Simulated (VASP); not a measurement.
# Be (P6/mmm) in VASP: a series of runs

Runs on Be. Level: PBEsol. Tasks: relaxation of cell and atoms.

Everything below comes from runs of VASP 6.6.1. Logs are shortened: lines on timing, memory, paths and dates and some standing lists are left out, and cuts for length are marked.

### 1 The cell of the first run

It takes space group P6/mmm (No. 191, hexagonal). Conventional cell: a = 1.585 Å, b = 1.585 Å, c = 1.490 Å, α = 90.00°, β = 90.00°, γ = 120.00°. Within 2.0 Å of Be (site symmetry 6/mmm) lie 8 Be at 1.49 to 1.59 Å.

This isn't the form of Be at room conditions, which is hcp.

### 2 Relaxation of cell and atoms, PBEsol, target pressure 470 GPa, at which the enthalpy is minimised

INCAR reads:

```
ALGO = Normal ; EDIFF = 1E-7
EDIFFG = -0.005 ; ENCUT = 600
GGA = PS ; IBRION = 2
ISIF = 3 ; ISMEAR = -1
LASPH = T ; LCHARG = F
LREAL = F ; LWAVE = F
NELM = 60 ; NSW = 60
PREC = Accurate ; PSTRESS = 4700.0
SIGMA = 0.05
```

KPOINTS reads:

```
k-points
0
Gamma
  27 27 25
```

POSCAR reads:

```
Be
1.0
    1.5852944760      0.0000000000      0.0000000000
   -0.7926472380      1.3729052887      0.0000000000
    0.0000000000      0.0000000000      1.4901768075
Be
1
Direct
    0.0000000000      0.0000000000      0.0000000000
```

Potentials or basis: VASP PAW PBE potentials, release 64 (Be).

Launch:

```
$ cat potpaw_PBE.64/Be/POTCAR > POTCAR
$ mpirun -np 1 vasp_std > vasp.out
```

OUTCAR:

```text
EDIFF = 1E-7
   EDIFFG = -0.005
   ENCUT = 600
   GGA = PS
   IBRION = 2
   ISIF = 3
   ISMEAR = -1
   LASPH = T
   LREAL = F
   NELM = 60
   NSW = 60
   PREC = Accurate
   PSTRESS = 4700.0

 ion  position               nearest neighbor table
   1  0.000  0.000  0.000-

  LATTYP: Found a hexagonal cell.
 ALAT       =     1.5852944760
 C/A-ratio  =     0.9400000000

  Lattice vectors:

 A1 = (   1.5852944760,   0.0000000000,   0.0000000000)
 A2 = (  -0.7926472380,   1.3729052887,   0.0000000000)
 A3 = (   0.0000000000,   0.0000000000,   1.4901768075)

Analysis of symmetry for initial positions (statically):
=====================================================================
 Subroutine PRICEL returns:
 Original cell was already a primitive cell.

 Routine SETGRP: Setting up the symmetry group for a
 hexagonal supercell.

 Subroutine GETGRP returns: Found 24 space group operations
 (whereof 24 operations were pure point group operations)
 out of a pool of 24 trial point group operations.

The static configuration has the point symmetry D_6h.

Analysis of symmetry for dynamics (positions and initial velocities):
=====================================================================
 Subroutine PRICEL returns:
 Original cell was already a primitive cell.

 Routine SETGRP: Setting up the symmetry group for a
 hexagonal supercell.

 Subroutine GETGRP returns: Found 24 space group operations
 (whereof 24 operations were pure point group operations)
 out of a pool of 24 trial point group operations.

The dynamic configuration has the point symmetry D_6h.

 Subroutine INISYM returns: Found 24 space group operations
 (whereof 24 operations are pure point group operations),
 and found     1 'primitive' translations

----------------------------------------------------------------------------------------

                                     Primitive cell

  volume of cell :       3.2433

  direct lattice vectors                    reciprocal lattice vectors
     1.585294476  0.000000000  0.000000000     0.630797631  0.364191182  0.000000000
    -0.792647238  1.372905289  0.000000000     0.000000000  0.728382364  0.000000000
     0.000000000  0.000000000  1.490176807     0.000000000  0.000000000  0.671061310

  length of vectors
     1.585294476  1.585294476  1.490176807     0.728382364  0.728382364  0.671061310

  position of ions in fractional coordinates (direct lattice)
     0.000000000  0.000000000  0.000000000

  ion indices of the primitive-cell ions
   primitive index   ion index
                 1           1

----------------------------------------------------------------------------------------

 KPOINTS: k-points

Automatic generation of k-mesh.
 Grid dimensions read from file:
 generate k-points for:   27   27   25

 Generating k-lattice:

  Cartesian coordinates                     Fractional coordinates (reciprocal lattice)
     0.023362875  0.013488562  0.000000000     0.037037037  0.000000000  0.000000000
     0.000000000  0.026977125  0.000000000     0.000000000  0.037037037  0.000000000
     0.000000000  0.000000000  0.026842452     0.000000000  0.000000000  0.040000000

  Length of vectors
     0.026977125  0.026977125  0.026842452

  Shift w.r.t. Gamma in fractional coordinates (k-lattice)
     0.000000000  0.000000000  0.000000000

 Subroutine IBZKPT returns following result:
 ===========================================

 Found    975 irreducible k-points:

 Following reciprocal coordinates:
            Coordinates               Weight
  0.000000  0.000000  0.000000      1.000000
  0.037037 -0.000000  0.000000      6.000000
  0.074074 -0.000000  0.000000      6.000000
  0.111111  0.000000  0.000000      6.000000
  0.148148  0.000000  0.000000      6.000000
  0.185185  0.000000  0.000000      6.000000
[... 16 lines left out ...]
  0.333333  0.037037  0.000000     12.000000
  0.370370  0.037037  0.000000     12.000000
 [... further k-points ...]
   k-points           NKPTS =    975   k-points in BZ     NKDIM =    975   number of bands    NBANDS=      5
   number of dos      NEDOS =    301   number of ions     NIONS =      1
   total plane-waves  NPLWV =   2352
   dimension x,y,z NGX =    14 NGY =   14 NGZ =   12
   dimension x,y,z NGXF=    28 NGYF=   28 NGZF=   24
   ions per type =               1
   NGX,Y,Z   is equivalent  to a cutoff of  14.68, 14.68, 13.39 a.u.
   NGXF,Y,Z  is equivalent  to a cutoff of  29.36, 29.36, 26.77 a.u.
 SYSTEM =  unknown system
   PREC   = accura    normal or accurate (medium, high low for compatibility)
   ISTART =      0    job   : 0-new  1-cont  2-samecut
   ICHARG =      2    charge: 1-file 2-atom 10-const
   ISPIN  =      1    spin polarized calculation?
   LNONCOLLINEAR =      F non collinear calculations
   LSORBIT =      F    spin-orbit coupling
   LASPH  =      T    aspherical Exc in radial PAW
   ENCUT  =  600.0 eV  44.10 Ry    6.64 a.u.   3.17  3.17  2.98*2*pi/ulx,y,z
   NELM   =     60;   NELMIN=  2; NELMDL= -5     # of ELM steps
   EDIFF  = 0.1E-06   stopping-criterion for ELM
   LREAL  =      F    real-space projection
   EDIFFG = -.5E-02   stopping-criterion for IOM
   NSW    =     60    number of steps for IOM
   IBRION =      2    ionic relax: 0-MD 1-quasi-New 2-CG
   NFREE  =      1    steps in history (QN), initial steepest desc. (CG)
   ISIF   =      3    stress and relaxation
   ISYM   =      2    0-nonsym 1-usesym 2-fastsym
   POTIM  = 0.5000    time-step for ionic-motion
   TEBEG  =    0.0;   TEEND  =   0.0 temperature during run
   PSTRESS= 4700.0 pullay stress
   NELECT =       2.0000    total number of electrons
   NUPDOWN=      -1.0000    fix difference up-down
   EMIN   =  10.00;   EMAX   =-10.00  energy-range for DOS
   EFERMI =   0.00;   METHOD = LEGACY
   ISMEAR =    -1;   SIGMA  =   0.05  broadening in eV -4-tet -1-fermi 0-gaus
   EFERMI_NEDOS =   21; number of points for ismear=-14 and -15
   IALGO  =     38    algorithm
   IMIX   =      4    mixing-type and parameters
     AMIX     =   0.40;   BMIX     =  1.00
     AMIX_MAG =   1.60;   BMIX_MAG =  1.00
  volume/ion in A,a.u.               =       3.24        21.89
  Fermi-wavevector in a.u.,A,eV,Ry     =   1.393441  2.633222 26.418147  1.941679
  Thomas-Fermi vector in A             =   2.517087
   LORBIT       =      0    0 simple, 1 ext, 2 COOP (PROOUT), +10 PAW based schemes
   GGA     = PS    functional components
   LHFCALC =     F    Hartree Fock is set to
   AEXX    =    0.0000 exact exchange contribution
   IVDW    =     0    specifies the selected vdW correction
   LEPSILON=     F    determine dielectric tensor
   LRPA    =     F    only Hartree local field effects (RPA)
 conjugate gradient relaxation of ions
 non-spin polarized calculation
  energy-cutoff  :      600.00
  volume of cell :        3.24
 maximum number of plane-waves:       120
 NGX is ok and might be reduce to    14
   NGX =  7   NGY =  7   NGZ =  5

--------------------------------------- Ionic step        1  -------------------------------------------

 number of electron       2.0000000 magnetization

 Free energy of the ion-electron system (eV)
  ---------------------------------------------------
  ext. energy  EPLUGINS =         0.00000000
  ---------------------------------------------------
  free energy    TOTEN  =         0.95732104 eV

  energy without entropy =        0.95796876  energy(sigma->0) =        0.95764490

------------------------ aborting loop because EDIFF is reached ----------------------------------------

  FORCE on cell =-STRESS in cart. coord.  units (eV):
  Direction    XX          YY          ZZ          XY          YZ          ZX
  --------------------------------------------------------------------------------------
  -------------------------------------------------------------------------------------
  Total       10.5617284     10.5617284      9.2578257      0.0000000      0.0000000      0.0000000
  in kB     5217.4374975   5217.4374976   4573.3164988      0.0000000      0.0000000      0.0000000
  external PRESSURE =     302.7304980 kB  Pullay stress =    4700.0000000 kB
[... 244 lines left out ...]
  enthalpy is  TOTEN    =        10.4551085412 eV   P V=        9.7264304193

--------------------------------------- Ionic step        8  -------------------------------------------

 number of electron       2.0000000 magnetization

 Free energy of the ion-electron system (eV)
  ---------------------------------------------------
  ext. energy  EPLUGINS =         0.00000000
  ---------------------------------------------------
  free energy    TOTEN  =         0.72450701 eV

  energy without entropy =        0.72486845  energy(sigma->0) =        0.72468773

 E-fermi :  19.0530     XC(G=0): -13.8672

 val. band max:       19.0066301805   @ k =   0.3704   0.1852   0.0000
 cond. band min:      19.0880210152   @ k =   0.3704   0.1852   0.0400
 fundamental gap:      0.0813908347
 Fermi energy:        19.0530069902

 k-point     1 :       0.0000    0.0000    0.0000
  band No.  band energies     occupation
      1       1.1462      2.00000
      2      48.5654      0.00000
      3      52.3134      0.00000
      4      52.3134      0.00000
      5      57.4984      0.00000

 k-point     2 :       0.0370   -0.0000    0.0000
  band No.  band energies     occupation
      1       1.1874      2.00000
      2      48.6603      0.00000
      3      51.2301      0.00000
      4      51.8600      0.00000
      5      58.2145      0.00000
[... 169 lines left out ...]
 k-point    24 :       0.3704    0.0370    0.0000
  band No.  band energies     occupation
      1       5.5182      2.00000
      2      24.5879      0.00000
      3      39.5616      0.00000
      4      54.4636      0.00000
      5      57.9760      0.00000

 [... further k-points ...]

------------------------ aborting loop because EDIFF is reached ----------------------------------------

  FORCE on cell =-STRESS in cart. coord.  units (eV):
  Direction    XX          YY          ZZ          XY          YZ          ZX
  --------------------------------------------------------------------------------------
  -------------------------------------------------------------------------------------
  Total        9.7306012      9.7306012      9.7304736      0.0000000     -0.0000000      0.0000000
  in kB     4700.0017621   4700.0017622   4699.9400888      0.0000000     -0.0000000      0.0000000
  external PRESSURE =      -0.0187956 kB  Pullay stress =    4700.0000000 kB
[... 16 lines left out ...]
  FREE ENERGIE OF THE ION-ELECTRON SYSTEM (eV)
  ---------------------------------------------------
  free  energy   TOTEN  =         0.7245070060 eV

  energy  without entropy=        0.7248684541  energy(sigma->0) =        0.72468773

  enthalpy is  TOTEN    =        10.4551045941 eV   P V=        9.7305975880

 reached required accuracy - stopping structural energy minimisation
```

It took 95 s on 1 thread of Intel Xeon 8259CL, shared host; peak memory 0.13 GiB.

What came out:

| Property | Result |
| --- | --- |
| Free energy | 0.7245 eV |
| Relaxed volume | 3.32 Å³/atom |
| Relaxed cell | a = 1.608 Å, b = 1.608 Å, c = 1.480 Å, α = 90.00°, β = 90.00°, γ = 120.00° |
| Space group after relaxing (to 0.1 Å) | P6/mmm (No. 191) |
| Energy change on relaxing (the run minimises the enthalpy) | -232.8 meV/atom |
| Ionic steps | 8 |
| Pressure after relaxing | 470.0 GPa |
| Band gap on the k mesh | zero (bands 1 and 2 overlap by 11.41 eV) |

The path:
```
step  energy change (eV)  largest force (eV/Å)  pressure (GPa)  volume (Å³)
   1              0.0000                0.0000          500.27         3.24
   2             -0.7815                0.0000          395.43         3.54
   3             -0.2704                0.0000          465.22         3.33
   4             -0.2649                0.0000          465.94         3.33
   5             -0.1752                0.0000          477.19         3.30
   6             -0.2352                0.0000          469.68         3.32
   7             -0.2286                0.0000          470.55         3.32
   8             -0.2328                0.0000          470.00         3.32
```

Final structure:
```yaml
crystal:
  lattice:
    - [1.60848, 0.00000, 0.00000]
    - [-0.80424, 1.39298, 0.00000]
    - [0.00000, 0.00000, 1.48044]
  atoms:
    - { symbol: Be, position: [0.00000, 0.00000, 0.00000] }
```

Caveat: the cell is relaxed towards a set pressure, so the run minimises the enthalpy, not the energy; the PAW data sets were made with another functional, which shifts forces and pressure a little.

### 3 Relaxation of cell and atoms, PBEsol, target pressure 470 GPa, at which the enthalpy is minimised

This run uses another cell than the first one, of 3.30 Å³/atom.

INCAR reads:

```
PREC     = Accurate       # precision mode
ENCUT    = 600            # plane-wave cutoff, eV
EDIFF    = 1E-6           # SCF threshold, eV
ISMEAR   = -1             # smearing method
SIGMA    = 0.05           # smearing width, eV
LREAL    = F              # projectors in reciprocal space
LASPH    = T              # aspherical terms in the spheres
NELM     = 60             # most SCF steps
ALGO     = Normal         # electronic algorithm
ISIF     = 3              # what is computed and relaxed
LWAVE    = F              # write WAVECAR
LCHARG   = F              # write CHGCAR
GGA      = PS             # functional
IBRION   = 2              # ionic algorithm
NSW      = 32             # ionic steps
EDIFFG   = -0.005         # ionic threshold
PSTRESS  = 4700.0
```

KPOINTS reads:

```
regular mesh
0
Gamma
  27 27 25
```

POSCAR reads:

```
Be
1.0
    1.6059334516      0.0000000000      0.0000000000
   -0.8029667258      1.3907791659      0.0000000000
    0.0000000000      0.0000000000      1.4773341253
Be
1
Direct
    0.0000000000      0.0000000000      0.0000000000
```

Potentials or basis: VASP PAW PBE potentials, release 64 (Be).

Launch:

```
$ cat potpaw_PBE.64/Be/POTCAR > POTCAR
$ mpirun -np 1 vasp_std > vasp.out
```

Run time: 51 s. Hardware: 1 thread of Intel Xeon 8259CL, shared host; peak memory 0.13 GiB.

The run converged. Its results:

```
Free energy                                                : 0.7255 eV
Relaxed volume                                             : 3.32 Å³/atom
Relaxed cell                                               : a = 1.608 Å, b = 1.608 Å, c = 1.480 Å, α = 90.00°, β = 90.00°, γ = 120.00°
Space group after relaxing (to 0.1 Å)                      : P6/mmm (No. 191)
Energy change on relaxing (the run minimises the enthalpy) : -50.5 meV/atom
Ionic steps                                                : 6
Pressure after relaxing                                    : 470.1 GPa
Band gap on the k mesh                                     : zero (bands 1 and 2 overlap by 11.41 eV)
```

The path:
```
step  energy change (eV)  largest force (eV/Å)  pressure (GPa)  volume (Å³)
   1              0.0000                0.0000          476.64         3.30
   2             -0.1904                0.0000          452.12         3.37
   3             -0.0516                0.0000          469.97         3.32
   4             -0.0506                0.0000          470.10         3.32
   5             -0.0503                0.0000          470.16         3.32
   6             -0.0505                0.0000          470.12         3.32
```

Final structure:
```
Be
1.0
     1.60843    0.00000    0.00000
    -0.80421    1.39294    0.00000
     0.00000    0.00000    1.48039
Be
1
Direct
  0.00000 0.00000 0.00000
```

Levels at points of the mesh, in eV from the Fermi level:
| k point | band 1 | band 2 | band 3 | band 4 | band 5 |
| --- | --- | --- | --- | --- | --- |
| (0.00, 0.00, 0.00) | -17.91 | 29.51 | 33.26 | 33.26 | 38.45 |

Caveat: the cell is relaxed towards a set pressure, so the run minimises the enthalpy, not the energy; the PAW data sets were made with another functional, which shifts forces and pressure a little.

[end of part 1 of 2]
